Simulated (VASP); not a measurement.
Here is a VASP 6.6.1 calculation.

File INCAR:

```
  ALGO = Fast
  EDIFF = 1E-6
  ENCUT = 520
  GGA = PE
  ISIF = 2
  ISMEAR = 0
  LASPH = True
  LCHARG = False
  LREAL = False
  LWAVE = False
  NBANDS = 16
  NELM = 60
  PREC = Accurate
  SIGMA = 0.1
```

The input KPOINTS:

```
k-points
0
Gamma
  20 20 10
```

POSCAR

```
NaTa
1.0
    2.7201754689      0.0000000000      0.0000000000
    0.0000000000      2.7201754689      0.0000000000
    0.0000000000      0.0000000000      5.8399634015
Na Ta
1 1
Direct
    0.5000000000      0.5000000000      0.5000000000
    0.0000000000      0.0000000000      0.0000000000
```

Potentials or basis: VASP PAW PBE potentials, release 64 (Na_pv, Ta_pv).

Run with:

```bash
$ cat potpaw_PBE.64/Na_pv/POTCAR potpaw_PBE.64/Ta_pv/POTCAR > POTCAR
$ mpirun -np 1 vasp_std > vasp.out
```

Task: Estimate the pressure.

Result: 0.0 GPa.

Task: Predict the band gap on the k mesh.

Result: Zero (bands 9 and 10 overlap by 1.74 eV).

Stress tensor (GPa, compression positive):
```
 0.08  0.00  0.00
 0.00  0.08  0.00
 0.00  0.00 -0.01
```

Caveat: spin-orbit coupling is left out, which moves the levels of the heavy elements.
